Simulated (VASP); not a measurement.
# K (P6_3/mmc) in VASP: notebook

K is run at these levels: PBE; tasks: single point.

Program: VASP 6.6.1. These are calculated values, not measurements. Logs are shortened: lines on timing, memory, paths and dates and some standing lists are left out, and cuts for length are marked.

## Step 1: The cell of the first run

It takes space group P6_3/mmc (No. 194, hexagonal). Conventional cell: a = 4.453 Å, b = 4.453 Å, c = 7.214 Å, α = 90.00°, β = 90.00°, γ = 120.00°. K (site symmetry -6m2) has 12 K at 4.43 to 4.45 Å within 5.8 Å.

This isn't the form of K at room conditions, which is bcc.

## Step 2: Single point, PBE (61.94 Å³/atom)

Contents of INCAR:

```
ALGO = Normal ; EDIFF = 1E-6
ENCUT = 520 ; GGA = PE
ISIF = 2 ; ISMEAR = -1
LASPH = True ; LCHARG = False
LREAL = False ; LWAVE = False
NBANDS = 16 ; NELM = 100
PREC = Accurate ; SIGMA = 0.08
```

Contents of KPOINTS:

```
k-points
0
Gamma
  10 10 6
```

Contents of POSCAR:

```
K
1.0
    4.4530699366      0.0000000000      0.0000000000
   -2.2265349683      3.8564716899      0.0000000000
    0.0000000000      0.0000000000      7.2139732973
K
2
Direct
    0.3333333333      0.6666666667      0.2500000000
    0.6666666667      0.3333333333      0.7500000000
```

Potentials or basis: VASP PAW PBE potentials, release 64 (K_sv).

On the command line:

```console
$ cat potpaw_PBE.64/K_sv/POTCAR > POTCAR
$ mpirun -np 1 vasp_std > vasp.out
```

OUTCAR:

```text
EDIFF = 1E-6
   ENCUT = 520
   GGA = PE
   ISIF = 2
   ISMEAR = -1
   LASPH = True
   LREAL = False
   NELM = 100
   PREC = Accurate

 ion  position               nearest neighbor table
   1  0.333  0.667  0.250-
   2  0.667  0.333  0.750-

  LATTYP: Found a hexagonal cell.
 ALAT       =     4.4530699366
 C/A-ratio  =     1.6200000000

  Lattice vectors:

 A1 = (   4.4530699366,   0.0000000000,   0.0000000000)
 A2 = (  -2.2265349683,   3.8564716899,   0.0000000000)
 A3 = (   0.0000000000,   0.0000000000,   7.2139732973)

Analysis of symmetry for initial positions (statically):
=====================================================================
 Subroutine PRICEL returns:
 Original cell was already a primitive cell.

 Routine SETGRP: Setting up the symmetry group for a
 hexagonal supercell.

 Subroutine GETGRP returns: Found 24 space group operations
 (whereof 12 operations were pure point group operations)
 out of a pool of 24 trial point group operations.

The static configuration has the point symmetry D_3d.
 The point group associated with its full space group is D_6h.

Analysis of symmetry for dynamics (positions and initial velocities):
=====================================================================
 Subroutine PRICEL returns:
 Original cell was already a primitive cell.

 Routine SETGRP: Setting up the symmetry group for a
 hexagonal supercell.

 Subroutine GETGRP returns: Found 24 space group operations
 (whereof 12 operations were pure point group operations)
 out of a pool of 24 trial point group operations.

The dynamic configuration has the point symmetry D_3d.
 The point group associated with its full space group is D_6h.

 Subroutine INISYM returns: Found 24 space group operations
 (whereof 12 operations are pure point group operations),
 and found     1 'primitive' translations

----------------------------------------------------------------------------------------

                                     Primitive cell

  volume of cell :     123.8866

  direct lattice vectors                    reciprocal lattice vectors
     4.453069937  0.000000000  0.000000000     0.224564180  0.129652190  0.000000000
    -2.226534968  3.856471690  0.000000000     0.000000000  0.259304380  0.000000000
     0.000000000  0.000000000  7.213973297     0.000000000  0.000000000  0.138619864

  length of vectors
     4.453069937  4.453069937  7.213973297     0.259304380  0.259304380  0.138619864

  position of ions in fractional coordinates (direct lattice)
     0.333333333  0.666666667  0.250000000
     0.666666667  0.333333333  0.750000000

  ion indices of the primitive-cell ions
   primitive index   ion index
                 1           1
                 2           2

----------------------------------------------------------------------------------------

 KPOINTS: k-points

Automatic generation of k-mesh.
 Grid dimensions read from file:
 generate k-points for:   10   10    6

 Generating k-lattice:

  Cartesian coordinates                     Fractional coordinates (reciprocal lattice)
     0.022456418  0.012965219  0.000000000     0.100000000 -0.000000000  0.000000000
     0.000000000  0.025930438  0.000000000     0.000000000  0.100000000  0.000000000
     0.000000000  0.000000000  0.023103311     0.000000000  0.000000000  0.166666667

  Length of vectors
     0.025930438  0.025930438  0.023103311

  Shift w.r.t. Gamma in fractional coordinates (k-lattice)
     0.000000000  0.000000000  0.000000000

 Subroutine IBZKPT returns following result:
 ===========================================

 Found     56 irreducible k-points:

 Following reciprocal coordinates:
            Coordinates               Weight
  0.000000  0.000000  0.000000      1.000000
  0.100000 -0.000000  0.000000      6.000000
  0.200000 -0.000000  0.000000      6.000000
  0.300000 -0.000000  0.000000      6.000000
  0.400000 -0.000000  0.000000      6.000000
  0.500000 -0.000000  0.000000      3.000000
[... 16 lines left out ...]
  0.300000  0.100000  0.166667     24.000000
  0.400000  0.100000  0.166667     24.000000
 [... further k-points ...]
   k-points           NKPTS =     56   k-points in BZ     NKDIM =     56   number of bands    NBANDS=     16
   number of dos      NEDOS =    301   number of ions     NIONS =      2
   total plane-waves  NPLWV =  69984
   dimension x,y,z NGX =    36 NGY =   36 NGZ =   54
   dimension x,y,z NGXF=    72 NGYF=   72 NGZF=  108
   ions per type =               2
   NGX,Y,Z   is equivalent  to a cutoff of  13.44, 13.44, 12.44 a.u.
   NGXF,Y,Z  is equivalent  to a cutoff of  26.88, 26.88, 24.89 a.u.
 SYSTEM =  unknown system
   PREC   = accura    normal or accurate (medium, high low for compatibility)
   ISTART =      0    job   : 0-new  1-cont  2-samecut
   ICHARG =      2    charge: 1-file 2-atom 10-const
   ISPIN  =      1    spin polarized calculation?
   LNONCOLLINEAR =      F non collinear calculations
   LSORBIT =      F    spin-orbit coupling
   LASPH  =      T    aspherical Exc in radial PAW
   ENCUT  =  520.0 eV  38.22 Ry    6.18 a.u.   8.28  8.28 13.41*2*pi/ulx,y,z
   NELM   =    100;   NELMIN=  2; NELMDL= -5     # of ELM steps
   EDIFF  = 0.1E-05   stopping-criterion for ELM
   LREAL  =      F    real-space projection
[... 7 lines left out ...]
   TEBEG  =    0.0;   TEEND  =   0.0 temperature during run
   PSTRESS=    0.0 pullay stress
   NELECT =      18.0000    total number of electrons
   NUPDOWN=      -1.0000    fix difference up-down
   EMIN   =  10.00;   EMAX   =-10.00  energy-range for DOS
   EFERMI =   0.00;   METHOD = LEGACY
   ISMEAR =    -1;   SIGMA  =   0.08  broadening in eV -4-tet -1-fermi 0-gaus
   EFERMI_NEDOS =   21; number of points for ismear=-14 and -15
   IALGO  =     38    algorithm
   IMIX   =      4    mixing-type and parameters
     AMIX     =   0.40;   BMIX     =  1.00
     AMIX_MAG =   1.60;   BMIX_MAG =  1.00
  volume/ion in A,a.u.               =      61.94       418.01
  Fermi-wavevector in a.u.,A,eV,Ry     =   0.860645  1.626384 10.077979  0.740711
  Thomas-Fermi vector in A             =   1.978181
   LORBIT       =      0    0 simple, 1 ext, 2 COOP (PROOUT), +10 PAW based schemes
   GGA     = PE    functional components
   LHFCALC =     F    Hartree Fock is set to
   AEXX    =    0.0000 exact exchange contribution
   IVDW    =     0    specifies the selected vdW correction
   LEPSILON=     F    determine dielectric tensor
   LRPA    =     F    only Hartree local field effects (RPA)
 non-spin polarized calculation
  energy-cutoff  :      520.00
  volume of cell :      123.89
 maximum number of plane-waves:      3357
 NGX is ok and might be reduce to    36
   NGX = 17   NGY = 17   NGZ = 27

 number of electron      17.9999999 magnetization

 Free energy of the ion-electron system (eV)
  ---------------------------------------------------
  ext. energy  EPLUGINS =         0.00000000
  ---------------------------------------------------
  free energy    TOTEN  =        -2.05347264 eV

  energy without entropy =       -2.02410704  energy(sigma->0) =       -2.03878984

 E-fermi :   0.2904     XC(G=0):  -6.0826

 val. band max:        0.2371870928   @ k =   0.3000   0.2000   0.3333
 cond. band min:       0.2984422601   @ k =   0.1000   0.1000   0.1667
 fundamental gap:      0.0612551673
 Fermi energy:         0.2904011027

 k-point     1 :       0.0000    0.0000    0.0000
  band No.  band energies     occupation
      1     -31.7479      2.00000
      2     -31.7391      2.00000
      3     -15.3047      2.00000
      4     -15.1985      2.00000
      5     -15.1985      2.00000
      6     -15.1815      2.00000
[... 8 lines left out ...]
     15       4.9656      0.00000
     16       4.9656      0.00000

 k-point     2 :       0.1000   -0.0000    0.0000
  band No.  band energies     occupation
      1     -31.7472      2.00000
      2     -31.7388      2.00000
      3     -15.3007      2.00000
      4     -15.2071      2.00000
      5     -15.2013      2.00000
      6     -15.1904      2.00000
[... 8 lines left out ...]
     15       4.8930      0.00000
     16       5.1050      0.00000

 k-point     3 :       0.2000   -0.0000    0.0000
  band No.  band energies     occupation
      1     -31.7453      2.00000
      2     -31.7380      2.00000
      3     -15.2897      2.00000
      4     -15.2296      2.00000
      5     -15.2132      2.00000
      6     -15.2082      2.00000
[... 8 lines left out ...]
     15       4.8144      0.00000
     16       4.9605      0.00000

 k-point     4 :       0.3000   -0.0000    0.0000
  band No.  band energies     occupation
      1     -31.7428      2.00000
      2     -31.7371      2.00000
      3     -15.2741      2.00000
      4     -15.2579      2.00000
      5     -15.2405      2.00000
      6     -15.2165      2.00000
[... 8 lines left out ...]
     15       4.6654      0.00000
     16       5.1717      0.00000

 k-point     5 :       0.4000   -0.0000    0.0000
  band No.  band energies     occupation
      1     -31.7405      2.00000
      2     -31.7367      2.00000
      3     -15.2811      2.00000
      4     -15.2619      2.00000
      5     -15.2580      2.00000
      6     -15.2231      2.00000
[... 8 lines left out ...]
     15       4.4708      0.00000
     16       5.5879      0.00000

 k-point     6 :       0.5000   -0.0000    0.0000
  band No.  band energies     occupation
      1     -31.7395      2.00000
      2     -31.7366      2.00000
      3     -15.2900      2.00000
      4     -15.2699      2.00000
      5     -15.2499      2.00000
      6     -15.2255      2.00000
[... 8 lines left out ...]
     15       4.4035      0.00000
     16       5.8289      0.00000
[... 267 lines left out ...]
 k-point    21 :       0.1000    0.1000    0.1667
  band No.  band energies     occupation
      1     -31.7454      2.00000
      2     -31.7387      2.00000
      3     -15.2874      2.00000
      4     -15.2184      2.00000
      5     -15.2144      2.00000
      6     -15.2030      2.00000
[... 8 lines left out ...]
     15       4.6699      0.00000
     16       5.0146      0.00000

 k-point    22 :       0.2000    0.1000    0.1667
  band No.  band energies     occupation
      1     -31.7433      2.00000
      2     -31.7378      2.00000
      3     -15.2785      2.00000
      4     -15.2409      2.00000
      5     -15.2351      2.00000
      6     -15.2126      2.00000
[... 8 lines left out ...]
     15       4.5036      0.00000
     16       5.1161      0.00000

 k-point    23 :       0.3000    0.1000    0.1667
  band No.  band energies     occupation
      1     -31.7410      2.00000
      2     -31.7371      2.00000
      3     -15.2789      2.00000
      4     -15.2611      2.00000
      5     -15.2464      2.00000
      6     -15.2221      2.00000
[... 8 lines left out ...]
     15       4.2760      0.00000
     16       5.2372      0.00000

 k-point    24 :       0.4000    0.1000    0.1667
  band No.  band energies     occupation
      1     -31.7393      2.00000
      2     -31.7368      2.00000
      3     -15.2898      2.00000
      4     -15.2719      2.00000
      5     -15.2424      2.00000
      6     -15.2264      2.00000
[... 8 lines left out ...]
     15       4.1769      0.00000
     16       5.2794      0.00000

 [... further k-points ...]
[... 5 lines left out ...]
  --------------------------------------------------------------------------------------
  -------------------------------------------------------------------------------------
  Total        0.6694391      0.6694391      0.6921739      0.0000000     -0.0000000      0.0000000
  in kB        8.6575988      8.6575988      8.9516194      0.0000000     -0.0000000      0.0000000
  external PRESSURE =       8.7556057 kB  Pullay stress =       0.0000000 kB

 VOLUME and BASIS-vectors are now :
 -----------------------------------------------------------------------------
  energy-cutoff  :      520.00
  volume of cell :      123.89
      direct lattice vectors                 reciprocal lattice vectors
     4.453069937  0.000000000  0.000000000     0.224564180  0.129652190  0.000000000
    -2.226534968  3.856471690  0.000000000     0.000000000  0.259304380  0.000000000
     0.000000000  0.000000000  7.213973297     0.000000000  0.000000000  0.138619864

 POSITION                                       TOTAL-FORCE (eV/Angst)
 -----------------------------------------------------------------------------------
     -0.00000      2.57098      1.80349        -0.000000      0.000000      0.000000
      2.22653      1.28549      5.41048         0.000000     -0.000000      0.000000
 -----------------------------------------------------------------------------------
    total drift:                               -0.000000      0.000000     -0.000000

  FREE ENERGIE OF THE ION-ELECTRON SYSTEM (eV)
  ---------------------------------------------------
  free  energy   TOTEN  =        -2.0534726440 eV

  energy  without entropy=       -2.0241070396  energy(sigma->0) =       -2.03878984
```

It took 1.7 min on 1 thread of Intel Xeon 8259CL, shared host; peak memory 0.29 GiB.

Results:

- Free energy: -2.0535 eV
- Pressure: 0.9 GPa
- Band gap on the k mesh: zero (bands 9 and 10 overlap by 2.52 eV)

## Step 3: Single point, PBE (67.84 Å³/atom)

This run uses another cell than the first one, of 67.84 Å³/atom.

Contents of INCAR:

```
SYSTEM = K
PREC = Accurate
ENCUT = 520
EDIFF = 1E-6
ISMEAR = -1
SIGMA = 0.08
LREAL = .FALSE.
LASPH = .TRUE.
NELM = 80
ALGO = Normal
ISIF = 2
LWAVE = .FALSE.
LCHARG = .TRUE.
GGA = PE
LELF = .TRUE.
LVHAR = .TRUE.
NBANDS = 16
```

Contents of KPOINTS:

```
Automatic mesh
0
G
  10 10 6
  0 0 0
```

Contents of POSCAR:

```
K
1.0
    4.5901727420      0.0000000000      0.0000000000
   -2.2950863710      3.9752062023      0.0000000000
    0.0000000000      0.0000000000      7.4360798420
K
2
Direct
    0.3333333333      0.6666666667      0.2500000000
    0.6666666667      0.3333333333      0.7500000000
```

Potentials or basis: VASP PAW PBE potentials, release 64 (K_sv).

On the command line:

```console
$ cat potpaw_PBE.64/K_sv/POTCAR > POTCAR
$ mpirun -np 1 vasp_std > vasp.out
```

It took 1.8 min on 1 thread of Intel Xeon 8259CL, shared host; peak memory 0.29 GiB.

Results (log left out):

- Free energy: -2.0989 eV
- Pressure: 0.4 GPa
- Band gap on the k mesh: zero (bands 9 and 10 overlap by 2.42 eV)

Levels at points of the mesh, in eV from the Fermi level:
```
           k point  band 7  band 8  band 9  band 10  band 11  band 12
(0.00, 0.00, 0.00)  -15.52  -15.52   -2.27     0.35     0.62     4.14
(0.50, 0.00, 0.00)  -15.54  -15.53    0.12     0.26     1.64     1.97
(0.00, 0.00, 0.50)  -15.53  -15.53   -1.50    -1.50     2.85     2.85
(0.50, 0.00, 0.50)  -15.54  -15.54    0.62     0.62     0.92     0.92
```
